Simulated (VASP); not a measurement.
Set up this calculation in VASP 6.6.1, as the native input.

```
Task                   : relaxation of cell and atoms
Functional             : PBEsol
Potentials or basis    : VASP PAW PBE potentials, release 64 (Sn_d, Al)
Cutoff                 : 600 eV
k mesh                 : 7 × 7 × 8
Occupations            : fermi-dirac, width 0.05 eV
Spin                   : no spin polarisation
Dipole correction      : no
Further INCAR settings : ALGO = Normal; EDIFF = 1e-06; IBRION = 2; EDIFFG = -0.01; NSW = 60; ISIF = 3
```

The structure of AlSn lies in POSCAR:

```
AlSn
1.0
    4.1981056157      0.0000000000      0.0000000000
   -2.0990528078      3.6356661109      0.0000000000
    0.0000000000      0.0000000000      3.3068470000
Sn Al
1 1
Direct
    0.3333333333      0.6666666667      0.5000000000
    0.0000000000      0.0000000000      0.0000000000
```

The input as run:

INCAR

```
  ALGO = Normal
  EDIFF = 1E-6
  EDIFFG = -0.01
  ENCUT = 600
  GGA = PS
  IBRION = 2
  ISIF = 3
  ISMEAR = -1
  LASPH = T
  LCHARG = F
  LREAL = F
  LWAVE = F
  NELM = 100
  NSW = 60
  PREC = Accurate
  SIGMA = 0.05
```

KPOINTS

```
k-points
0
Gamma
  7 7 8
```

Potentials or basis: VASP PAW PBE potentials, release 64 (Sn_d, Al).

Launch:

```sh
$ cat potpaw_PBE.64/Sn_d/POTCAR potpaw_PBE.64/Al/POTCAR > POTCAR
$ mpirun -np 1 vasp_std > vasp.out
```

It gave:

* Relaxed volume: 24.36 Å³/atom
* Relaxed cell: a = 4.139 Å, b = 4.139 Å, c = 3.283 Å, α = 90.00°, β = 90.00°, γ = 120.00°
* Space group after relaxing (to 0.05 Å): P-6m2 (No. 187)
* Energy gained by relaxing: 5.2 meV/atom
* Ionic steps: 6
* Pressure after relaxing: 0.0 GPa

Caveat: the PAW data sets were made with another functional, which shifts forces and pressure a little.

It took 2.3 min on 1 thread of AMD EPYC 7R43 64-Core Processor (Zen 3), on a shared host, peak memory 0.17 GiB.
